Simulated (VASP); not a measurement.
Wanted: the native input for a VASP 6.6.1 run.

```
Task                   : single point
Functional             : r2SCAN
Potentials or basis    : VASP PAW PBE potentials, release 64 (Mo_sv)
Cutoff                 : 520 eV
k mesh                 : 16 × 16 × 16
Occupations            : gaussian, width 0.1 eV
Spin                   : no spin polarisation
Dipole correction      : no
Further INCAR settings : ALGO = Normal; EDIFF = 1e-06; NBANDS = 21
```

The system is Mo.

```
Mo
1.0
     3.21344    0.00000    0.00000
     0.00000    3.21344    0.00000
     0.00000    0.00000    3.11005
Mo
2
Direct
  0.00000 0.00000 0.00000
  0.50000 0.50000 0.50000
```

This cell differs from its parent crystal: biaxial strain in the a-b plane: +2.0 %, then relaxed in part.

These files were run (other wordings do the same):

POSCAR

```
Mo
1.0
    3.2134388980      0.0000000000      0.0000000000
    0.0000000000      3.2134388980      0.0000000000
    0.0000000000      0.0000000000      3.1100533993
Mo
2
Direct
    0.0000000000      0.0000000000      0.0000000000
    0.5000000000      0.5000000000      0.5000000000
```

INCAR.step1

```
PREC = Accurate
ENCUT = 520
ISMEAR = 0
SIGMA = 0.1
LREAL = F
LASPH = T
NELM = 80
NBANDS = 21
GGA = PE
ALGO = Normal
EDIFF = 1E-4
LWAVE = T
LCHARG = F
```

INCAR.step2

```
PREC = Accurate
ENCUT = 520
EDIFF = 1E-6
ISMEAR = 0
SIGMA = 0.1
LREAL = F
LASPH = T
NELM = 80
ALGO = Normal
ISIF = 2
LWAVE = F
LCHARG = T
METAGGA = R2SCAN
LMIXTAU = T
LELF = T
LVHAR = T
NBANDS = 21
ISTART = 1
```

KPOINTS

```
regular mesh
0
Gamma
  16 16 16
```

Potentials or basis: VASP PAW PBE potentials, release 64 (Mo_sv).

The run is started by

```sh
$ cat potpaw_PBE.64/Mo_sv/POTCAR > POTCAR
$ cp INCAR.step1 INCAR
$ mpirun -np 1 vasp_std > vasp.out
$ cp INCAR.step2 INCAR
$ mpirun -np 1 vasp_std > vasp.out
```

It gave:

```yaml
Pressure: -5.7 GPa
Band_gap_on_the_k_mesh: zero (bands 14 and 15 overlap by 2.37 eV)
```

Caveat: the cell differs from its parent crystal (biaxial strain in the a-b plane: +2.0 %, then relaxed in part); the stress differs along the axes, from -9 to 1 GPa; the PAW data sets were made with another functional, which shifts forces and pressure a little.

Run time: 7.4 min on 1 thread of Oxide Virtual Turin-like Processor (shared host), peak memory 0.28 GiB.
